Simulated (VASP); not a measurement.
Write the native input for VASP 6.6.1 that does the following.

* Task: single point
* Functional: revPBE
* Potentials or basis: VASP PAW PBE potentials, release 64 (Ba_sv)
* Cutoff: 520 eV
* k mesh: 9 × 9 × 9
* Occupations: fermi-dirac, width 0.1 eV
* Spin: no spin polarisation
* Dipole correction: no
* Further INCAR settings: ALGO = Normal; EDIFF = 1e-06; NBANDS = 11

The structure of Ba lies in POSCAR:

```
Ba
1.0
    3.9332827420      0.0000000000      0.0000000000
    0.0000000000      3.9332827420      0.0000000000
    0.0000000000      0.0000000000      3.9332827420
Ba
1
Direct
    0.0000000000      0.0000000000      0.0000000000
```

This cell differs from its parent crystal: volume scaled by 0.92.

The input as run:

INCAR

```
SYSTEM = Ba
  ALGO = Normal
  EDIFF = 1E-6
  ENCUT = 520
  GGA = RE
  ISIF = 2
  ISMEAR = -1
  LASPH = .True.
  LCHARG = .False.
  LREAL = .False.
  LWAVE = .False.
  NBANDS = 11
  NELM = 60
  PREC = Accurate
  SIGMA = 0.1
```

KPOINTS

```
k-points
0
Gamma
  9 9 9
  0 0 0
```

Potentials or basis: VASP PAW PBE potentials, release 64 (Ba_sv).

The run is started by

```bash
$ cat potpaw_PBE.64/Ba_sv/POTCAR > POTCAR
$ mpirun -np 1 vasp_std > vasp.out
```

It gave:

The pressure is 0.7 GPa and the band gap on the k mesh is 0.14 eV, direct.

Caveat: the PAW data sets were made with another functional, which shifts forces and pressure a little; spin-orbit coupling is left out, which moves the levels of the heavy elements.

Run time: 7.4 s on 1 thread of Intel(R) Xeon(R) 6975P-C (Granite Rapids), on a shared host, peak memory 0.17 GiB.
